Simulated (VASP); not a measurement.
**GaGe2: single point with r2SCAN**

Crystal: GaGe2.

```
Ga Ge
1.0
     3.76110    0.00000    0.00000
    -1.88055    3.25721    0.00000
     0.00000    0.00000    4.06099
Ga Ge
1 2
Direct
  0.00000 0.00000 0.00000
  0.33333 0.66667 0.50000
  0.66667 0.33333 0.50000
```

- Program: VASP 6.6.1
- Task: single point
- Functional: r2SCAN
- Potentials or basis: VASP PAW PBE potentials, release 64 (Ga_d, Ge_d)
- Cutoff: 520 eV
- k mesh: 6 × 6 × 4
- Occupations: gaussian, width 0.1 eV
- Spin: no spin polarisation

```
Pressure               : 33.2 GPa
Band gap on the k mesh : zero (an odd number of electrons rules out a gap without spin polarisation)
```

Stress tensor (GPa, compression positive):
```
43.67  0.00  0.00
 0.00 43.67  0.00
 0.00  0.00 12.17
```

Levels at points of the mesh, in eV from the Fermi level:
```tsv
k point	band 17	band 18	band 19	band 20	band 21	band 22	band 23	band 24	band 25	band 26
(0.00, 0.00, 0.00)	-4.99	-3.95	-2.34	-2.34	0.33	0.88	0.88	4.96	7.65	9.19
(0.50, 0.00, 0.00)	-11.05	-5.04	-3.56	-1.33	-0.46	1.12	1.58	5.50	5.55	8.75
(0.00, 0.00, 0.50)	-9.64	-2.11	-2.11	1.06	2.80	2.80	3.74	4.05	4.21	4.21
(0.50, 0.00, 0.50)	-10.22	-6.12	-5.43	-4.30	-0.85	1.67	1.88	8.90	9.30	11.19
```

Run time: 45 s on 1 thread of Intel(R) Xeon(R) 6975P-C (Granite Rapids), with other jobs on the host, peak memory 0.18 GiB.

Caveat: the k points lie up to 0.39 Å⁻¹ apart, too coarse for converged energies and pressures of a metal; the PAW data sets were made with another functional, which shifts forces and pressure a little.
